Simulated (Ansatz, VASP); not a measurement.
## Two plane-wave programs on Rh

INCAR

```
SYSTEM = Rh
PREC = Accurate
ENCUT = 520
EDIFF = 1E-6
ISMEAR = -1
SIGMA = 0.1
LREAL = .False.
LASPH = .True.
NELM = 100
ALGO = Normal
ISIF = 2
LWAVE = .False.
LCHARG = .False.
GGA = RE
NBANDS = 14
```

File KPOINTS:

```
Automatic mesh
0
Gamma
  14 14 14
  0 0 0
```

The input POSCAR:

```
Rh
1.0
    2.5844623100      0.0000000000      0.0000000000
    0.0000000000      2.5844623100      0.0000000000
    0.0000000000      0.0000000000      2.5844623100
Rh
1
Direct
    0.0000000000      0.0000000000      0.0000000000
```

Input for Ansatz:

```yaml
crystal:
  lattice:
    - [2.58446231, 0.0, 0.0]
    - [0.0, 2.58446231, 0.0]
    - [0.0, 0.0, 2.58446231]
  atoms:
    - { symbol: Rh, position: [0.0, 0.0, 0.0] }
hamiltonian:
  xc: revpbe
  pseudopotentials:
    kind: paw
    azcp:
      Rh: "pseudopotentials/Rh.paw.azcp"
basis:
  ecutwfc: 420
  fft_grid_basis: typed
kpoints:
  mp_grid: { grid: [14, 14, 14], shift: [0, 0, 0] }
magnetization:
  spin_polarized: false
scf:
  occupations: { method: fermi_dirac, width: 0.1 }
  lower_state_search: "off"
output:
  stress: true
```

Alike in both runs: task single point; functional revPBE; k mesh 14 × 14 × 14; occupations fermi-dirac, width 0.1 eV; no spin polarisation.

|  | VASP | Ansatz |
| --- | --- | --- |
| version | VASP 6.6.1 | Ansatz 0.2.0 |
| potentials or method | VASP PAW PBE potentials, release 64 (Rh_pv), cutoff 520 eV | plane waves (420 eV) with PAW, scalar-relativistic |
| valence electrons in the cell | 15 | 17 |

```tsv
	VASP	Ansatz	Ansatz less VASP
pressure (GPa)	-6.1	-6.2	-0.06
```

VASP's potentials were made for PBE, not for revPBE. With one functional, cell and mesh, what is left measures potentials, basis and numerics. VASP's potentials hold 15 valence electrons a cell and Ansatz's 17, so a difference there can come from the potentials and not from the codes.
